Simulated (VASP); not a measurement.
A run of VASP 6.6.1 is set up as follows.

The input POSCAR:

```
BN
1.0
    2.5134448758      0.0000000000      0.0000000000
   -1.2567224379      2.1767071135      0.0000000000
    0.0000000000      0.0000000000      6.8823230437
B N
2 2
Direct
    0.3333333333      0.6666666667      0.2500000000
    0.6666666667      0.3333333333      0.7500000000
    0.3333333333      0.6666666667      0.7500000000
    0.6666666667      0.3333333333      0.2500000000
```

The input INCAR.step1:

```
SYSTEM = BN
  PREC = Accurate
  ENCUT = 520
  ISMEAR = 0
  SIGMA = 0.01
  LREAL = .FALSE.
  LASPH = .TRUE.
  NELM = 100
  NBANDS = 16
  GGA = PE
  ALGO = Normal
  EDIFF = 1E-4
  LWAVE = .TRUE.
  LCHARG = .FALSE.
```

The input INCAR.step2:

```
SYSTEM = BN
  PREC = Accurate
  ENCUT = 520
  EDIFF = 1E-7
  ISMEAR = 0
  SIGMA = 0.01
  LREAL = .FALSE.
  LASPH = .TRUE.
  NELM = 100
  ALGO = Normal
  ISIF = 2
  LWAVE = .FALSE.
  LCHARG = .FALSE.
  METAGGA = R2SCAN
  LMIXTAU = .TRUE.
  NBANDS = 16
  ISTART = 1
```

The input KPOINTS:

```
Automatic mesh
0
G
  10 10 4
  0 0 0
```

Potentials or basis: VASP PAW PBE potentials, release 64 (B, N).

The run is started by

```sh
$ cat potpaw_PBE.64/B/POTCAR potpaw_PBE.64/N/POTCAR > POTCAR
$ cp INCAR.step1 INCAR
$ mpirun -np 1 vasp_std > vasp.out
$ cp INCAR.step2 INCAR
$ mpirun -np 1 vasp_std > vasp.out
```

(1) Estimate the pressure.

(2) Estimate the band gap on the k mesh.

Results:

(1) -3.1 GPa.

(2) 4.88 eV, indirect (least direct gap 5.37 eV).

Caveat: the cell differs from its parent crystal (in-plane strain +0.005, then relaxed in part); the PAW data sets were made with another functional, which shifts forces and pressure a little.
